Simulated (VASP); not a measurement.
# GaSb (I-4m2) in VASP: single point with LDA

Aim: the single point of GaSb with LDA.

Everything below comes from runs of VASP 6.6.1. Logs are shortened: lines on timing, memory, paths and dates and some standing lists are left out, and cuts for length are marked.

## (1) The cell of the first run

It takes space group I-4m2 (No. 119, tetragonal). The conventional cell has a = 5.507 Å, b = 5.507 Å, c = 3.181 Å, α = 90.00°, β = 90.00°, γ = 90.00°. Within 3.8 Å of Ga (site symmetry -4m2) lie 8 Sb at 2.87 to 3.64 Å and 2 Ga at 3.18 Å. Within 3.8 Å of Sb (site symmetry -4m2) lie 8 Ga at 2.87 to 3.64 Å and 2 Sb at 3.18 Å.

## (2) Single point, LDA

Input file INCAR:

```
SYSTEM = GaSb
  ALGO = Normal
  EDIFF = 1E-6
  ENCUT = 520
  ISIF = 2
  ISMEAR = 0
  LASPH = .True.
  LCHARG = .False.
  LREAL = .False.
  LWAVE = .False.
  NBANDS = 16
  NELM = 80
  PREC = Accurate
  SIGMA = 0.15
```

Input file KPOINTS:

```
k-points
0
Gamma
  20 20 20
  0 0 0
```

Input file POSCAR:

```
GaSb
1.0
   -2.7534340000      2.7534340000      1.5907070000
    2.7534340000     -2.7534340000      1.5907070000
    2.7534340000      2.7534340000     -1.5907070000
Ga Sb
1 1
Direct
    0.2500000000      0.7500000000      0.5000000000
    0.0000000000      0.0000000000      0.0000000000
```

Potentials or basis: VASP PAW LDA potentials, release 64 (Ga_d, Sb).

The run is started by

```console
$ cat potpaw_LDA.64/Ga_d/POTCAR potpaw_LDA.64/Sb/POTCAR > POTCAR
$ mpirun -np 1 vasp_std > vasp.out
```

OUTCAR:

```text
SYSTEM = GaSb
   EDIFF = 1E-6
   ENCUT = 520
   ISIF = 2
   ISMEAR = 0
   LASPH = .True.
   LREAL = .False.
   NELM = 80
   PREC = Accurate

 ion  position               nearest neighbor table
   1  0.250  0.750  0.500-   2 2.87   2 2.87   2 2.87   2 2.87
   2  0.000  0.000  0.000-   1 2.87   1 2.87   1 2.87   1 2.87

  LATTYP: Found a body centered tetragonal cell.
 ALAT       =     5.5068680000
 C/A-ratio  =     0.5777174975

  Lattice vectors:

 A1 = (  -2.7534340000,   2.7534340000,   1.5907070000)
 A2 = (   2.7534340000,  -2.7534340000,   1.5907070000)
 A3 = (   2.7534340000,   2.7534340000,  -1.5907070000)

Analysis of symmetry for initial positions (statically):
=====================================================================
 Subroutine PRICEL returns:
 Original cell was already a primitive cell.

 Routine SETGRP: Setting up the symmetry group for a
 body centered tetragonal supercell.

 Subroutine GETGRP returns: Found  8 space group operations
 (whereof  8 operations were pure point group operations)
 out of a pool of 16 trial point group operations.

The static configuration has the point symmetry D_2d.

Analysis of symmetry for dynamics (positions and initial velocities):
=====================================================================
 Subroutine PRICEL returns:
 Original cell was already a primitive cell.

 Routine SETGRP: Setting up the symmetry group for a
 body centered tetragonal supercell.

 Subroutine GETGRP returns: Found  8 space group operations
 (whereof  8 operations were pure point group operations)
 out of a pool of 16 trial point group operations.

The dynamic configuration has the point symmetry D_2d.

 Subroutine INISYM returns: Found  8 space group operations
 (whereof  8 operations are pure point group operations),
 and found     1 'primitive' translations

----------------------------------------------------------------------------------------

                                     Primitive cell

  volume of cell :      48.2391

  direct lattice vectors                    reciprocal lattice vectors
    -2.753434000  2.753434000  1.590707000     0.000000000  0.181591424  0.314325643
     2.753434000 -2.753434000  1.590707000     0.181591424  0.000000000  0.314325643
     2.753434000  2.753434000 -1.590707000     0.181591424  0.181591424  0.000000000

  length of vectors
     4.206322187  4.206322187  4.206322187     0.363009717  0.363009717  0.256809054

  position of ions in fractional coordinates (direct lattice)
     0.250000000  0.750000000  0.500000000
     0.000000000  0.000000000  0.000000000

  ion indices of the primitive-cell ions
   primitive index   ion index
                 1           1
                 2           2

----------------------------------------------------------------------------------------

 KPOINTS: k-points

Automatic generation of k-mesh.
 Grid dimensions read from file:
 generate k-points for:   20   20   20

 Generating k-lattice:

  Cartesian coordinates                     Fractional coordinates (reciprocal lattice)
     0.000000000  0.009079571  0.015716282     0.050000000 -0.000000000  0.000000000
     0.009079571  0.000000000  0.015716282    -0.000000000  0.050000000  0.000000000
     0.009079571  0.009079571  0.000000000     0.000000000  0.000000000  0.050000000

  Length of vectors
     0.018150486  0.018150486  0.012840453

  Shift w.r.t. Gamma in fractional coordinates (k-lattice)
     0.000000000  0.000000000  0.000000000

 Subroutine IBZKPT returns following result:
 ===========================================

 Found    641 irreducible k-points:

 Following reciprocal coordinates:
            Coordinates               Weight
  0.000000  0.000000  0.000000      1.000000
  0.050000  0.000000  0.000000      8.000000
  0.100000 -0.000000  0.000000      8.000000
  0.150000  0.000000  0.000000      8.000000
  0.200000 -0.000000  0.000000      8.000000
  0.250000  0.000000  0.000000      8.000000
[... 16 lines left out ...]
 -0.400000  0.050000  0.000000     16.000000
 -0.350000  0.050000 -0.000000     16.000000
 [... further k-points ...]
   k-points           NKPTS =    641   k-points in BZ     NKDIM =    641   number of bands    NBANDS=     16
   number of dos      NEDOS =    301   number of ions     NIONS =      2
   total plane-waves  NPLWV =  32768
   dimension x,y,z NGX =    32 NGY =   32 NGZ =   32
   dimension x,y,z NGXF=    64 NGYF=   64 NGZF=   64
   ions per type =               1   1
   NGX,Y,Z   is equivalent  to a cutoff of  12.65, 12.65, 12.65 a.u.
   NGXF,Y,Z  is equivalent  to a cutoff of  25.29, 25.29, 25.29 a.u.
 SYSTEM =  GaSb
   PREC   = accura    normal or accurate (medium, high low for compatibility)
   ISTART =      0    job   : 0-new  1-cont  2-samecut
   ICHARG =      2    charge: 1-file 2-atom 10-const
   ISPIN  =      1    spin polarized calculation?
   LNONCOLLINEAR =      F non collinear calculations
   LSORBIT =      F    spin-orbit coupling
   LASPH  =      T    aspherical Exc in radial PAW
   ENCUT  =  520.0 eV  38.22 Ry    6.18 a.u.   7.82  7.82  7.82*2*pi/ulx,y,z
   NELM   =     80;   NELMIN=  2; NELMDL= -5     # of ELM steps
   EDIFF  = 0.1E-05   stopping-criterion for ELM
   LREAL  =      F    real-space projection
   EDIFFG = 0.1E-04   stopping-criterion for IOM
   NSW    =      0    number of steps for IOM
   IBRION =     -1    ionic relax: 0-MD 1-quasi-New 2-CG
   NFREE  =      0    steps in history (QN), initial steepest desc. (CG)
   ISIF   =      2    stress and relaxation
   ISYM   =      2    0-nonsym 1-usesym 2-fastsym
   POTIM  = 0.5000    time-step for ionic-motion
   TEBEG  =    0.0;   TEEND  =   0.0 temperature during run
   PSTRESS=    0.0 pullay stress
   NELECT =      18.0000    total number of electrons
   NUPDOWN=      -1.0000    fix difference up-down
   EMIN   =  10.00;   EMAX   =-10.00  energy-range for DOS
   EFERMI =   0.00;   METHOD = LEGACY
   ISMEAR =     0;   SIGMA  =   0.15  broadening in eV -4-tet -1-fermi 0-gaus
   EFERMI_NEDOS =   21; number of points for ismear=-14 and -15
   IALGO  =     38    algorithm
   IMIX   =      4    mixing-type and parameters
     AMIX     =   0.40;   BMIX     =  1.00
     AMIX_MAG =   1.60;   BMIX_MAG =  1.00
  volume/ion in A,a.u.               =      24.12       162.77
  Fermi-wavevector in a.u.,A,eV,Ry     =   1.178598  2.227228 18.899772  1.389094
  Thomas-Fermi vector in A             =   2.314924
   LORBIT       =      0    0 simple, 1 ext, 2 COOP (PROOUT), +10 PAW based schemes
   GGA     = CA    functional components
   LHFCALC =     F    Hartree Fock is set to
   AEXX    =    0.0000 exact exchange contribution
   IVDW    =     0    specifies the selected vdW correction
   LEPSILON=     F    determine dielectric tensor
   LRPA    =     F    only Hartree local field effects (RPA)
 non-spin polarized calculation
 Gauss-broadening in eV      SIGMA  =   0.15
  energy-cutoff  :      520.00
  volume of cell :       48.24
 maximum number of plane-waves:      1318
   NGX = 15   NGY = 15   NGZ = 15

 number of electron      17.9999994 magnetization

 Free energy of the ion-electron system (eV)
  ---------------------------------------------------
  ext. energy  EPLUGINS =         0.00000000
  ---------------------------------------------------
  free energy    TOTEN  =        -8.33383841 eV

  energy without entropy =       -8.32521731  energy(sigma->0) =       -8.32952786

 E-fermi :   6.3739     XC(G=0): -10.4566

 val. band max:        6.3673070944   @ k =  -0.1500  -0.2500   0.0500
 cond. band min:       6.3832245587   @ k =  -0.1500  -0.4500   0.0500
 fundamental gap:      0.0159174643
 Fermi energy:         6.3738604151

 k-point     1 :       0.0000    0.0000    0.0000
  band No.  band energies     occupation
      1      -8.6533      2.00000
      2      -8.5706      2.00000
      3      -8.5629      2.00000
      4      -8.5421      2.00000
      5      -8.5421      2.00000
      6      -5.5744      2.00000
[... 8 lines left out ...]
     15      16.0556      0.00000
     16      16.9419      0.00000

 k-point     2 :       0.0500    0.0000    0.0000
  band No.  band energies     occupation
      1      -8.6501      2.00000
      2      -8.5709      2.00000
      3      -8.5624      2.00000
      4      -8.5434      2.00000
      5      -8.5434      2.00000
      6      -5.5270      2.00000
[... 8 lines left out ...]
     15      16.3270      0.00000
     16      16.6733      0.00000

 k-point     3 :       0.1000   -0.0000    0.0000
  band No.  band energies     occupation
      1      -8.6408      2.00000
      2      -8.5718      2.00000
      3      -8.5610      2.00000
      4      -8.5472      2.00000
      5      -8.5471      2.00000
      6      -5.3847      2.00000
[... 8 lines left out ...]
     15      15.7228      0.00000
     16      16.1481      0.00000

 k-point     4 :       0.1500    0.0000    0.0000
  band No.  band energies     occupation
      1      -8.6265      2.00000
      2      -8.5734      2.00000
      3      -8.5597      2.00000
      4      -8.5531      2.00000
      5      -8.5521      2.00000
      6      -5.1484      2.00000
[... 8 lines left out ...]
     15      15.0210      0.00000
     16      15.8550      0.00000
[... 324 lines left out ...]
 k-point    22 :      -0.4500    0.0500   -0.0000
  band No.  band energies     occupation
      1      -8.6024      2.00000
      2      -8.5937      2.00000
      3      -8.5781      2.00000
      4      -8.5404      2.00000
      5      -8.5303      2.00000
      6      -2.6033      2.00000
[... 8 lines left out ...]
     15      15.7060      0.00000
     16      17.5379      0.00000

 k-point    23 :      -0.4000    0.0500    0.0000
  band No.  band energies     occupation
      1      -8.5971      2.00000
      2      -8.5877      2.00000
      3      -8.5764      2.00000
      4      -8.5445      2.00000
      5      -8.5423      2.00000
      6      -3.1914      2.00000
[... 8 lines left out ...]
     15      14.6782      0.00000
     16      17.0186      0.00000

 k-point    24 :      -0.3500    0.0500   -0.0000
  band No.  band energies     occupation
      1      -8.5915      2.00000
      2      -8.5801      2.00000
      3      -8.5745      2.00000
      4      -8.5605      2.00000
      5      -8.5454      2.00000
      6      -3.7641      2.00000
[... 8 lines left out ...]
     15      14.0350      0.00000
     16      16.4973      0.00000

 [... further k-points ...]

------------------------ aborting loop because EDIFF is reached ----------------------------------------

  FORCE on cell =-STRESS in cart. coord.  units (eV):
  Direction    XX          YY          ZZ          XY          YZ          ZX
  --------------------------------------------------------------------------------------
  -------------------------------------------------------------------------------------
  Total       -1.2204265     -1.2204265     -1.3484392      0.0000000      0.0000000      0.0000000
  in kB      -40.5343023    -40.5343023    -44.7860151      0.0000000      0.0000000      0.0000000
  external PRESSURE =     -41.9515399 kB  Pullay stress =       0.0000000 kB

 VOLUME and BASIS-vectors are now :
 -----------------------------------------------------------------------------
  energy-cutoff  :      520.00
  volume of cell :       48.24
      direct lattice vectors                 reciprocal lattice vectors
    -2.753434000  2.753434000  1.590707000     0.000000000  0.181591424  0.314325643
     2.753434000 -2.753434000  1.590707000     0.181591424  0.000000000  0.314325643
     2.753434000  2.753434000 -1.590707000     0.181591424  0.181591424  0.000000000

 POSITION                                       TOTAL-FORCE (eV/Angst)
 -----------------------------------------------------------------------------------
      2.75343      0.00000      0.79535         0.000000     -0.000000     -0.000000
      0.00000      0.00000      0.00000        -0.000000      0.000000      0.000000
 -----------------------------------------------------------------------------------
    total drift:                               -0.000000      0.000000     -0.000000

  FREE ENERGIE OF THE ION-ELECTRON SYSTEM (eV)
  ---------------------------------------------------
  free  energy   TOTEN  =        -8.3338384132 eV

  energy  without entropy=       -8.3252173067  energy(sigma->0) =       -8.32952786
```

Wall time 8.8 min (1 thread of AMD EPYC 7R43 (Zen 3), shared host); peak memory 0.53 GiB.

Results:

```yaml
Free_energy: -8.3338 eV
Pressure: -4.2 GPa
Band_gap_on_the_k_mesh: zero (bands 9 and 10 overlap by 4.58 eV)
```

Caveat: the cell stands under tension; spin-orbit coupling is left out, which moves the levels of the heavy elements.
